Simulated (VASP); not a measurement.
# Lu (Im-3m) in VASP: notebook, part 2 of 2

VASP 6.6.1. Earlier steps stand in the parts before.

### 4 Single point, revPBE (28.29 Å³/atom)

This run uses another cell than the first one, of 28.29 Å³/atom.

The input, INCAR:

```
PREC = Accurate
ENCUT = 520
EDIFF = 1E-6
ISMEAR = -1
SIGMA = 0.1
LREAL = False
LASPH = True
NELM = 80
ALGO = Normal
ISIF = 2
LWAVE = False
LCHARG = False
GGA = RE
NBANDS = 18
```

The input, KPOINTS:

```
Automatic mesh
0
Gamma
  13 13 13
```

The input, POSCAR:

```
Lu
1.0
   -1.9195572702      1.9195572702      1.9195572702
    1.9195572702     -1.9195572702      1.9195572702
    1.9195572702      1.9195572702     -1.9195572702
Lu
1
Direct
    0.0000000000      0.0000000000      0.0000000000
```

Potentials or basis: VASP PAW PBE potentials, release 64 (Lu).

Started as:

```console
> cat potpaw_PBE.64/Lu/POTCAR > POTCAR
> mpirun -np 1 vasp_std > vasp.out
```

OUTCAR:

```text
PREC = Accurate
   ENCUT = 520
   EDIFF = 1E-6
   ISMEAR = -1
   LREAL = False
   LASPH = True
   NELM = 80
   ISIF = 2
   GGA = RE

 ion  position               nearest neighbor table
   1  0.000  0.000  0.000-

  LATTYP: Found a body centered cubic cell.
 ALAT       =     3.8391145404

  Lattice vectors:

 A1 = (  -1.9195572702,   1.9195572702,   1.9195572702)
 A2 = (   1.9195572702,  -1.9195572702,   1.9195572702)
 A3 = (   1.9195572702,   1.9195572702,  -1.9195572702)

Analysis of symmetry for initial positions (statically):
=====================================================================
 Subroutine PRICEL returns:
 Original cell was already a primitive cell.

 Routine SETGRP: Setting up the symmetry group for a
 body centered cubic supercell.

 Subroutine GETGRP returns: Found 48 space group operations
 (whereof 48 operations were pure point group operations)
 out of a pool of 48 trial point group operations.

[... 153 lines left out ...]
  ---------------------------------------------------
  ext. energy  EPLUGINS =         0.00000000
  ---------------------------------------------------
  free energy    TOTEN  =        -4.11765570 eV

  energy without entropy =       -4.04917018  energy(sigma->0) =       -4.08341294

 E-fermi :   2.5782     XC(G=0): -10.6947

 val. band max:        2.5632922991   @ k =   0.3077   0.1538   0.1538
 cond. band min:       2.5848100310   @ k =   0.2308   0.1538   0.1538
 fundamental gap:      0.0215177320
 Fermi energy:         2.5782423644

 k-point     1 :       0.0000    0.0000    0.0000
  band No.  band energies     occupation
      1     -53.7875      2.00000
      2     -24.1806      2.00000
      3     -24.1806      2.00000
      4     -24.1806      2.00000
      5      -3.6587      2.00000
      6      -2.5299      2.00000
[... 481 lines left out ...]
      5      -2.5100      2.00000
      6      -2.4932      2.00000
[... 10 lines left out ...]
     17       8.0135      0.00000
     18      13.3189      0.00000

 [... further k-points ...]

------------------------ aborting loop because EDIFF is reached ----------------------------------------

  FORCE on cell =-STRESS in cart. coord.  units (eV):
  Direction    XX          YY          ZZ          XY          YZ          ZX
  --------------------------------------------------------------------------------------
  -------------------------------------------------------------------------------------
  Total        0.7018771      0.7018771      0.7018771      0.0000000      0.0000000      0.0000000
  in kB       39.7473731     39.7473731     39.7473731      0.0000000      0.0000000      0.0000000
  external PRESSURE =      39.7473731 kB  Pullay stress =       0.0000000 kB

 VOLUME and BASIS-vectors are now :
 -----------------------------------------------------------------------------
  energy-cutoff  :      520.00
  volume of cell :       28.29
      direct lattice vectors                 reciprocal lattice vectors
    -1.919557270  1.919557270  1.919557270     0.000000000  0.260476730  0.260476730
     1.919557270 -1.919557270  1.919557270     0.260476730  0.000000000  0.260476730
     1.919557270  1.919557270 -1.919557270     0.260476730  0.260476730  0.000000000

 POSITION                                       TOTAL-FORCE (eV/Angst)
 -----------------------------------------------------------------------------------
      0.00000      0.00000      0.00000         0.000000      0.000000      0.000000
 -----------------------------------------------------------------------------------
    total drift:                               -0.000000     -0.000000     -0.000000

  FREE ENERGIE OF THE ION-ELECTRON SYSTEM (eV)
  ---------------------------------------------------
  free  energy   TOTEN  =        -4.1176557025 eV

  energy  without entropy=       -4.0491701755  energy(sigma->0) =       -4.08341294
```

OSZICAR:

```text
N       E                     dE             d eps       ncg     rms          rms(c)
DAV:   1     0.829244640329E+02    0.82924E+02   -0.10420E+04  3728   0.469E+03
DAV:   2     0.173694683695E+01   -0.81188E+02   -0.79541E+02  3122   0.362E+02
DAV:   3    -0.399590013413E+01   -0.57328E+01   -0.56639E+01  3384   0.723E+01
DAV:   4    -0.420488230276E+01   -0.20898E+00   -0.20795E+00  4386   0.113E+01
DAV:   5    -0.420865459328E+01   -0.37723E-02   -0.37685E-02  3460   0.138E+00    0.355E+00
DAV:   6    -0.413874419611E+01    0.69910E-01   -0.19518E-01  5044   0.723E+00    0.168E+00
DAV:   7    -0.411914199148E+01    0.19602E-01   -0.34721E-02  4104   0.149E+00    0.334E-01
DAV:   8    -0.411746592386E+01    0.16761E-02   -0.50684E-03  4796   0.785E-01    0.121E-01
DAV:   9    -0.411765724589E+01   -0.19132E-03   -0.51181E-04  3482   0.270E-01    0.434E-02
DAV:  10    -0.411765411755E+01    0.31283E-05   -0.74677E-05  4122   0.857E-02    0.135E-02
DAV:  11    -0.411765625800E+01   -0.21404E-05   -0.57187E-06  3486   0.239E-02    0.581E-03
DAV:  12    -0.411765570251E+01    0.55548E-06   -0.42521E-07  1986   0.880E-03
   1 F= -.41176557E+01 E0= -.40834129E+01  d E =-.684855E-01
```

stdout:

```text
POSCAR found type information on POSCAR Lu
 POSCAR found :  1 types and       1 ions
 scaLAPACK will be used
 -----------------------------------------------------------------------------
|                                                                             |
|                                                                             |
|     You enforced a specific xc type in the INCAR file but a different       |
|     I HOPE YOU KNOW WHAT YOU ARE DOING!                                     |
|                                                                             |
 -----------------------------------------------------------------------------

 LDA part: xc-table for (Slater+PW92), standard interpolation
 POSCAR, INCAR and KPOINTS ok, starting setup
 FFT: planning ... GRIDC
 FFT: planning ... GRID_SOFT
 FFT: planning ... GRID
 WAVECAR not read
 entering main loop
```

Run time: 25 s. Hardware: 1 thread of Intel Xeon Platinum 8559C (Emerald Rapids), shared host; peak memory 0.19 GiB.

What came out:

| Property | Result |
| --- | --- |
| Free energy | -4.1177 eV |
| Pressure | 4.0 GPa |
| Band gap on the k mesh | zero (an odd number of electrons rules out a gap without spin polarisation) |

Caveat: the cell stands under pressure; the PAW data sets were made with another functional, which shifts forces and pressure a little; spin-orbit coupling is left out, which moves the levels of the heavy elements.

### 5 Single point, revPBE (29.52 Å³/atom)

This run uses another cell than the first one, of 29.52 Å³/atom.

The input, INCAR:

```
SYSTEM = Lu
PREC = Accurate ; ENCUT = 520
EDIFF = 1E-7 ; ISMEAR = -1
SIGMA = 0.1 ; LREAL = .FALSE.
LASPH = .TRUE. ; NELM = 100
ALGO = Normal ; ISIF = 2
LWAVE = .FALSE. ; LCHARG = .FALSE.
GGA = RE ; NBANDS = 18
```

The input, KPOINTS:

```
regular mesh
0
G
  13 13 13
  0 0 0
```

The input, POSCAR:

```
Lu
1.0
   -1.9469832223      1.9469832223      1.9469832223
    1.9469832223     -1.9469832223      1.9469832223
    1.9469832223      1.9469832223     -1.9469832223
Lu
1
Direct
    0.0000000000      0.0000000000      0.0000000000
```

Started as:

```console
> cat potpaw_PBE.64/Lu/POTCAR > POTCAR
> mpirun -np 1 vasp_std > vasp.out
```

Wall time 30 s (1 thread of Intel Xeon Platinum 8559C (Emerald Rapids), shared host); peak memory 0.2 GiB.

Results (log left out):

* Free energy: -4.1404 eV
* Pressure: 1.9 GPa
* Band gap on the k mesh: zero (an odd number of electrons rules out a gap without spin polarisation)

Levels at points of the mesh, in eV from the Fermi level:
```csv
k point,band 8,band 9,band 10,band 11,band 12,band 13,band 14,band 15,band 16,band 17
"(0.00, 0.00, 0.00)",-5.18,-5.08,-5.08,-5.08,-5.07,2.16,2.16,2.16,4.35,4.35
```

Caveat: the PAW data sets were made with another functional, which shifts forces and pressure a little; spin-orbit coupling is left out, which moves the levels of the heavy elements.

### 6 The runs side by side

| cell | k mesh | gap on the mesh (eV) | pressure (GPa) |
| --- | --- | --- | --- |
| a = 3.418 Å, angles 109.5°, 1 atom | 11 × 11 × 11 | none | 0.1 |
| a = 3.276 Å, angles 109.5°, 1 atom | 13 × 13 × 13 | none | 6.5 |
| a = 3.325 Å, angles 109.5°, 1 atom | 13 × 13 × 13 | none | 4.0 |
| a = 3.372 Å, angles 109.5°, 1 atom | 13 × 13 × 13 | none | 1.9 |

Alike in all rows: task single point; level revPBE; potentials or basis VASP PAW PBE potentials, release 64 (Lu); no spin polarisation; cutoff (eV) 520; smearing fermi-dirac 0.1 eV.

Caveats: the PAW data sets were made with another functional, which shifts forces and pressure a little; spin-orbit coupling is left out, which moves the levels of the heavy elements; the cell stands under pressure (at least some runs).

Total energies depend on the potentials used, so only differences within one code and one set of settings carry meaning.

The gap in the log of VASP goes by the Fermi energy; the results here count the filled bands.